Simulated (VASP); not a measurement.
Wanted: the native input for a VASP 6.6.1 run.

- Task: single point
- Functional: PBE
- Dispersion: D3(BJ)
- Potentials or basis: VASP PAW PBE potentials, release 64 (Si, Ni, Cl)
- Cutoff: 520 eV
- k mesh: 9 × 9 × 1
- Occupations: gaussian, width 0.1 eV
- Spin: no spin polarisation
- Dipole correction: yes
- Further INCAR settings: ALGO = Normal; EDIFF = 1e-06; NBANDS = 30

The structure of Si4Ni2Cl lies in POSCAR:

```
Si4Ni2Cl
1.0
    3.8050033461      0.0000000000      0.0000000000
   -1.9025016731      3.2952295592      0.0000000000
    0.0000000000      0.0000000000     21.9577178808
Si Ni Cl
4 2 1
Direct
    0.0000000000      0.0000000000      0.1821682937
    0.3333333333      0.6666666667      0.2529127180
    0.6666666667      0.3333333333      0.3239192411
    0.0000000000      0.0000000000      0.3897362161
    0.6666666667      0.3333333333      0.2175405058
    0.3333333333      0.6666666667      0.3579573807
    0.3333333333      0.6666666667      0.5309166437
```

The input as run:

INCAR

```
ALGO     = Normal         # electronic algorithm
DIPOL    = 0.5 0.5 0.322
EDIFF    = 1E-6           # SCF threshold, eV
ENCUT    = 520            # plane-wave cutoff, eV
GGA      = PE             # functional
IDIPOL   = 3            
ISIF     = 2              # what is computed and relaxed
ISMEAR   = 0              # smearing method
IVDW     = 12             # dispersion correction
LASPH    = T              # aspherical terms in the spheres
LCHARG   = F              # write CHGCAR
LDIPOL   = T            
LREAL    = F              # projectors in reciprocal space
LWAVE    = F              # write WAVECAR
NBANDS   = 30             # bands
NELM     = 80             # most SCF steps
PREC     = Accurate       # precision mode
SIGMA    = 0.1            # smearing width, eV
```

KPOINTS

```
k-points
0
Gamma
  9 9 1
```

Potentials or basis: VASP PAW PBE potentials, release 64 (Si, Ni, Cl).

The run is started by

```console
$ cat potpaw_PBE.64/Si/POTCAR potpaw_PBE.64/Ni/POTCAR potpaw_PBE.64/Cl/POTCAR > POTCAR
$ mpirun -np 1 vasp_std > vasp.out
```

It gave:

```
Largest force              : 0.706 eV/Å
Band gap on the k mesh     : zero (an odd number of electrons rules out a gap without spin polarisation)
Dispersion energy per atom : -0.287 eV
```

Caveat: an odd number of electrons without spin polarisation forces a metal; a magnetic or distorted state may lie lower.

Wall time 5 min on 1 thread of Oxide Virtual Turin-like Processor, with other jobs on the host, peak memory 0.36 GiB.
